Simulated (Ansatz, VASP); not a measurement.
SrTiO3: VASP beside Ansatz

INCAR

```
SYSTEM = SrTiO3
PREC     = Accurate       ! precision mode
ENCUT    = 520            ! plane-wave cutoff, eV
EDIFF    = 1E-7           ! SCF threshold, eV
ISMEAR   = -1             ! smearing method
SIGMA    = 0.02           ! smearing width, eV
LREAL    = .False.        ! projectors in reciprocal space
LASPH    = .True.         ! aspherical terms in the spheres
NELM     = 120            ! most SCF steps
ALGO     = Normal         ! electronic algorithm
ISIF     = 2              ! what is computed and relaxed
LWAVE    = .False.        ! write WAVECAR
LCHARG   = .False.        ! write CHGCAR
GGA      = PE             ! functional
IBRION   = 2              ! ionic algorithm
NSW      = 80             ! ionic steps
EDIFFG   = -0.02          ! ionic threshold
GGA_COMPAT= .False.      
NELMIN   = 4
```

KPOINTS

```
regular mesh
0
Gamma
  8 8 8
  0 0 0
```

File POSCAR:

```
SrTiO3
1.0
    3.9563874719      0.0000000000      0.0000000000
    0.0000000000      3.9563874719      0.0000000000
    0.0000000000      0.0000000000      3.9563874719
Sr Ti O
1 1 3
Direct
    0.0000000000      0.0000000000      0.0000000000
    0.5000000000      0.5000000000      0.5000000000
    0.0000000000      0.5000000000      0.5000000000
    0.5000000000      0.0000000000      0.5000000000
    0.5000000000      0.5000000000      0.0000000000
```

Input for Ansatz:

```yaml
crystal:
  lattice:
    - [3.9563874719, 0.0, 0.0]
    - [0.0, 3.9563874719, 0.0]
    - [0.0, 0.0, 3.9563874719]
  atoms:
    - { symbol: Sr, position: [0.0, 0.0, 0.0] }
    - { symbol: Ti, position: [0.5, 0.5, 0.5] }
    - { symbol: O, position: [0.0, 0.5, 0.5] }
    - { symbol: O, position: [0.5, 0.0, 0.5] }
    - { symbol: O, position: [0.5, 0.5, 0.0] }
kpoints:
  mp_grid: { grid: [8, 8, 8] }
scf:
  occupations: { method: fermi_dirac, width: 0.02 }
hamiltonian:
  xc: pbe
  pseudopotentials: { kind: paw }
output:
  forces: true
  stress: true
  populations: true
  efg:
    quadrupole_moments_barn: { Sr: 0.305, Ti: 0.247, O: -0.02558 }
    contact_densities: true
relax:
  f_tol: 0.02
  max_steps: 60
```

Change from the starting cell: volume scaled by 1.04, ions relaxed.

Alike in both runs: task relaxation of the atoms; functional PBE; k mesh 8 × 8 × 8; occupations fermi-dirac, width 0.02 eV; no spin polarisation.

```csv
,VASP,Ansatz
version,VASP 6.6.1,Ansatz 0.2.0
potentials or method,"VASP PAW PBE potentials, release 64 (Sr_sv, Ti_sv, O)","plane-wave PAW, scalar-relativistic"
plane-wave cutoff (eV),520,420
valence electrons in the cell,40,40
```

```tsv
	VASP	Ansatz	Ansatz less VASP
gap on the k mesh at the Fermi level, each at its own relaxed structure (eV)	1.78	1.81	+0.030
```

Ansatz's warnings: stress scf threshold loose.

Noted on VASP's run: the relaxation stopped at its first step, so nothing moved.
